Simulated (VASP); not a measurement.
# Os (P6_3/mmc) in VASP: a series of runs, part 2 of 2

VASP 6.6.1.

### Step 3. Single point, PBE

The input, INCAR:

```
SYSTEM = Os
PREC     = Accurate       ! precision mode
ENCUT    = 520            ! plane-wave cutoff, eV
EDIFF    = 1E-6           ! SCF threshold, eV
ISMEAR   = -1             ! smearing method
SIGMA    = 0.1            ! smearing width, eV
LREAL    = .FALSE.        ! projectors in reciprocal space
LASPH    = .TRUE.         ! aspherical terms in the spheres
NELM     = 100            ! most SCF steps
ALGO     = Normal         ! electronic algorithm
ISIF     = 2              ! what is computed and relaxed
LWAVE    = .FALSE.        ! write WAVECAR
LCHARG   = .FALSE.        ! write CHGCAR
GGA      = PE             ! functional
NBANDS   = 15             ! bands
```

The input, KPOINTS:

```
regular mesh
0
G
  17 17 9
  0 0 0
```

The input, POSCAR:

```
Os
1.0
    2.6765261896      0.0000000000      0.0000000000
   -1.3382630948      2.3179396741      0.0000000000
    0.0000000000      0.0000000000      4.2374036137
Os
2
Direct
    0.3333333333      0.6666666667      0.2500000000
    0.6666666667      0.3333333333      0.7500000000
```

Potentials or basis: VASP PAW PBE potentials, release 64 (Os).

Run with:

```sh
$ cat potpaw_PBE.64/Os/POTCAR > POTCAR
$ mpirun -np 1 vasp_std > vasp.out
```

OUTCAR:

```text
SYSTEM = Os
   PREC = Accurate
   ENCUT = 520
   EDIFF = 1E-6
   ISMEAR = -1
   LREAL = .FALSE.
   LASPH = .TRUE.
   NELM = 100
   ISIF = 2
   GGA = PE

 ion  position               nearest neighbor table
   1  0.333  0.667  0.250-   2 2.62   2 2.62   2 2.62   2 2.62   2 2.62   2 2.62
   2  0.667  0.333  0.750-   1 2.62   1 2.62   1 2.62   1 2.62   1 2.62   1 2.62

  LATTYP: Found a hexagonal cell.
 ALAT       =     2.6765261896
 C/A-ratio  =     1.5831728567

  Lattice vectors:

[... 620 lines left out ...]

------------------------ aborting loop because EDIFF is reached ----------------------------------------

  FORCE on cell =-STRESS in cart. coord.  units (eV):
  Direction    XX          YY          ZZ          XY          YZ          ZX
  --------------------------------------------------------------------------------------
  -------------------------------------------------------------------------------------
  Total        6.7215165      6.7215165      6.7037242      0.0000000      0.0000000      0.0000000
  in kB      409.6419176    409.6419176    408.5575727      0.0000000      0.0000000      0.0000000
  external PRESSURE =     409.2804693 kB  Pullay stress =       0.0000000 kB

 VOLUME and BASIS-vectors are now :
 -----------------------------------------------------------------------------
  energy-cutoff  :      520.00
  volume of cell :       26.29
      direct lattice vectors                 reciprocal lattice vectors
     2.676526190  0.000000000  0.000000000     0.373618612  0.215708806  0.000000000
    -1.338263095  2.317939674  0.000000000     0.000000000  0.431417612  0.000000000
     0.000000000  0.000000000  4.237403614     0.000000000  0.000000000  0.235993569

 POSITION                                       TOTAL-FORCE (eV/Angst)
 -----------------------------------------------------------------------------------
     -0.00000      1.54529      1.05935        -0.000000      0.000000      0.000000
      1.33826      0.77265      3.17805         0.000000     -0.000000      0.000000
 -----------------------------------------------------------------------------------
    total drift:                               -0.000000      0.000000     -0.000000

  FREE ENERGIE OF THE ION-ELECTRON SYSTEM (eV)
  ---------------------------------------------------
  free  energy   TOTEN  =       -22.2508936895 eV

  energy  without entropy=      -22.2140383318  energy(sigma->0) =      -22.23246601
```

OSZICAR:

```text
N       E                     dE             d eps       ncg     rms          rms(c)
DAV:   1     0.108841817349E+03    0.10884E+03   -0.74824E+03  4950   0.104E+03
DAV:   2    -0.189071482683E+02   -0.12775E+03   -0.11199E+03  4992   0.337E+02
DAV:   3    -0.235345993939E+02   -0.46275E+01   -0.45058E+01  6798   0.570E+01
DAV:   4    -0.235654401437E+02   -0.30841E-01   -0.30770E-01  5335   0.474E+00
DAV:   5    -0.235655989190E+02   -0.15878E-03   -0.15877E-03  6903   0.322E-01    0.270E+01
DAV:   6    -0.225942995179E+02    0.97130E+00   -0.66456E-01  6280   0.692E+00    0.132E+01
DAV:   7    -0.222584437201E+02    0.33586E+00   -0.57793E-01  6392   0.631E+00    0.609E-01
DAV:   8    -0.222525679885E+02    0.58757E-02   -0.73085E-03  5104   0.685E-01    0.356E-01
DAV:   9    -0.222509102803E+02    0.16577E-02   -0.15290E-03  6308   0.389E-01    0.309E-02
DAV:  10    -0.222509115133E+02   -0.12330E-05   -0.41740E-05  6238   0.504E-02    0.742E-03
DAV:  11    -0.222508948211E+02    0.16692E-04   -0.30778E-06  5790   0.208E-02    0.181E-03
DAV:  12    -0.222508937646E+02    0.10565E-05   -0.65829E-08  3672   0.285E-03    0.547E-04
DAV:  13    -0.222508936895E+02    0.75128E-07   -0.60830E-09  3042   0.704E-04
   1 F= -.22250894E+02 E0= -.22232466E+02  d E =-.368554E-01
```

stdout:

```text
POSCAR found type information on POSCAR Os
 POSCAR found :  1 types and       2 ions
 scaLAPACK will be used
 LDA part: xc-table for (Slater+PW92), standard interpolation
 POSCAR, INCAR and KPOINTS ok, starting setup
 FFT: planning ... GRIDC
 FFT: planning ... GRID_SOFT
 FFT: planning ... GRID
 WAVECAR not read
 entering main loop
```

Run time: 20 s. Hardware: 1 thread of Intel Xeon 6975P-C (Granite Rapids), shared host; peak memory 0.18 GiB.

Results:

```yaml
Free_energy: -22.2509 eV
Pressure: 40.9 GPa
Band_gap_on_the_k_mesh: zero (bands 8 and 9 overlap by 4.35 eV)
```

Stress tensor (GPa, compression positive):
```
40.96  0.00  0.00
 0.00 40.96  0.00
 0.00  0.00 40.86
```

Levels at points of the mesh, in eV from the Fermi level:
| k point | band 6 | band 7 | band 8 | band 9 | band 10 | band 11 |
| --- | --- | --- | --- | --- | --- | --- |
| (0.00, 0.00, 0.00) | -2.46 | -2.46 | -1.72 | -1.72 | -0.01 | 1.82 |

Caveat: the cell stands under pressure; spin-orbit coupling is left out, which moves the levels of the heavy elements.

### Step 4. Relaxation of cell and atoms, PBE, target pressure 40 GPa, at which the enthalpy is minimised

The input, INCAR:

```
PREC = Accurate ; ENCUT = 600
EDIFF = 1E-6 ; ISMEAR = -1
SIGMA = 0.1 ; LREAL = F
LASPH = T ; NELM = 80
ALGO = Normal ; ISIF = 3
LWAVE = F ; LCHARG = F
GGA = PE ; IBRION = 2
NSW = 32 ; EDIFFG = -0.005
PSTRESS = 400.0
```

The input, KPOINTS:

```
regular mesh
0
Gamma
  17 17 9
```

The input, POSCAR:

```
Os
1.0
    2.6766854101      0.0000000000      0.0000000000
   -1.3383427050      2.3180775631      0.0000000000
    0.0000000000      0.0000000000      4.2375812184
Os
2
Direct
    0.3333333333      0.6666666667      0.2500000000
    0.6666666667      0.3333333333      0.7500000000
```

Run with:

```sh
$ cat potpaw_PBE.64/Os/POTCAR > POTCAR
$ mpirun -np 1 vasp_std > vasp.out
```

It took 2.7 min on 1 thread of Intel Xeon 8259CL, shared host; peak memory 0.21 GiB.

It converged, with:

| Quantity | Value |
| --- | --- |
| Free energy | -22.2637 eV |
| Relaxed volume | 13.17 Å³/atom |
| Relaxed cell | a = 2.678 Å, b = 2.678 Å, c = 4.240 Å, α = 90.00°, β = 90.00°, γ = 120.00° |
| Space group after relaxing (to 0.1 Å) | P6_3/mmc (No. 194) |
| Energy change on relaxing (the run minimises the enthalpy) | -5.4 meV/atom |
| Ionic steps | 3 |
| Pressure after relaxing | 40.0 GPa |
| Band gap on the k mesh | zero (bands 8 and 9 overlap by 4.34 eV) |

Stress tensor (GPa, compression positive):
```
40.05  0.00  0.00
 0.00 40.05  0.00
 0.00  0.00 39.95
```

Step by step:
| step | energy change (eV) | largest force (eV/Å) | pressure (GPa) | volume (Å³) |
| --- | --- | --- | --- | --- |
| 1 | 0.0000 | 0.0000 | 40.98 | 26.29 |
| 2 | -0.0723 | 0.0000 | 34.21 | 26.60 |
| 3 | -0.0109 | 0.0000 | 40.02 | 26.34 |

Final structure:
```
Os
1.0
     2.67819    0.00000    0.00000
    -1.33910    2.31938    0.00000
     0.00000    0.00000    4.23975
Os
2
Direct
  0.33333 0.66667 0.25000
  0.66667 0.33333 0.75000
```

Levels at points of the mesh, in eV from the Fermi level:
```tsv
k point	band 6	band 7	band 8	band 9	band 10	band 11
(0.00, 0.00, 0.00)	-2.45	-2.45	-1.71	-1.71	-0.01	1.82
```

Caveat: the cell is relaxed towards a set pressure, so the run minimises the enthalpy, not the energy; spin-orbit coupling is left out, which moves the levels of the heavy elements.

### Step 5. Relaxation of cell and atoms, PBE, target pressure 40 GPa, at which the enthalpy is minimised

This run uses another cell than the first one, of 13.18 Å³/atom.

The input, INCAR:

```
SYSTEM = Os
  PREC = Accurate
  ENCUT = 600
  EDIFF = 1E-7
  ISMEAR = -1
  SIGMA = 0.1
  LREAL = .FALSE.
  LASPH = .TRUE.
  NELM = 60
  ALGO = Normal
  ISIF = 3
  LWAVE = .FALSE.
  LCHARG = .FALSE.
  GGA = PE
  IBRION = 2
  NSW = 60
  EDIFFG = -0.005
  PSTRESS = 400.0
```

The input, KPOINTS:

```
regular mesh
0
G
  17 17 9
  0 0 0
```

The input, POSCAR:

```
Os
1.0
    2.6582670178      0.0000000000      0.0000000000
   -1.3291335089      2.3021267674      0.0000000000
    0.0000000000      0.0000000000      4.3063925688
Os
2
Direct
    0.3333333333      0.6666666667      0.2500000000
    0.6666666667      0.3333333333      0.7500000000
```

Run with:

```sh
$ cat potpaw_PBE.64/Os/POTCAR > POTCAR
$ mpirun -np 1 vasp_std > vasp.out
```

It took 5 min on 1 thread of Intel Xeon 8259CL, shared host; peak memory 0.21 GiB.

It converged, with:

| Quantity | Value |
| --- | --- |
| Free energy | -22.2637 eV |
| Relaxed volume | 13.17 Å³/atom |
| Relaxed cell | a = 2.678 Å, b = 2.678 Å, c = 4.240 Å, α = 90.00°, β = 90.00°, γ = 120.00° |
| Space group after relaxing (to 0.1 Å) | P6_3/mmc (No. 194) |
| Energy change on relaxing (the run minimises the enthalpy) | -9.1 meV/atom |
| Ionic steps | 6 |
| Pressure after relaxing | 40.0 GPa |
| Band gap on the k mesh | zero (bands 8 and 9 overlap by 4.34 eV) |

Step by step:
```tsv
step	energy change (eV)	largest force (eV/Å)	pressure (GPa)	volume (Å³)
1	0.0000	0.0000	39.49	26.35
2	0.1293	0.0000	46.69	26.15
3	-0.0090	0.0000	40.82	26.30
4	-0.0085	0.0000	40.89	26.30
5	-0.0654	0.0000	35.62	26.54
6	-0.0182	0.0000	40.02	26.34
```

Final structure:
```
Os
1.0
     2.67826    0.00000    0.00000
    -1.33913    2.31944    0.00000
     0.00000    0.00000    4.23952
Os
2
Direct
  0.33333 0.66667 0.25000
  0.66667 0.33333 0.75000
```

Levels at points of the mesh, in eV from the Fermi level:
```csv
k point,band 5,band 6,band 7,band 8,band 9,band 10,band 11,band 12
"(0.00, 0.00, 0.00)",-3.12,-2.45,-2.45,-1.71,-1.71,-0.01,1.82,1.82
```

Caveat: the cell is relaxed towards a set pressure, so the run minimises the enthalpy, not the energy; spin-orbit coupling is left out, which moves the levels of the heavy elements.

### Step 6. Summary

| task | cell | cutoff (eV) | gap on the mesh (eV) | pressure (GPa) |
| --- | --- | --- | --- | --- |
| single point | a = 2.677, b = 2.677, c = 4.238 Å, angles 90.0, 90.0, 120.0°, 2 atoms | 520 | none | 40.8 |
| single point | a = 2.677, b = 2.677, c = 4.237 Å, angles 90.0, 90.0, 120.0°, 2 atoms | 520 | none | 40.9 |
| relaxation of cell and atoms | relaxed to 40 GPa from a = 2.677, b = 2.677, c = 4.238 Å, angles 90.0, 90.0, 120.0°, 2 atoms | 600 | none | 40.0 |
| relaxation of cell and atoms | relaxed to 40 GPa from a = 2.658, b = 2.658, c = 4.306 Å, angles 90.0, 90.0, 120.0°, 2 atoms | 600 | none | 40.0 |

Alike in all rows: level PBE; potentials or basis VASP PAW PBE potentials, release 64 (Os); no spin polarisation; k mesh 17 × 17 × 9; smearing fermi-dirac 0.1 eV.

Caveats: spin-orbit coupling is left out, which moves the levels of the heavy elements; the cell stands under pressure (at least some runs); the cell is relaxed towards a set pressure, so the run minimises the enthalpy, not the energy (at least some runs).

Total energies depend on the potentials used, so only differences within one code and one set of settings carry meaning.
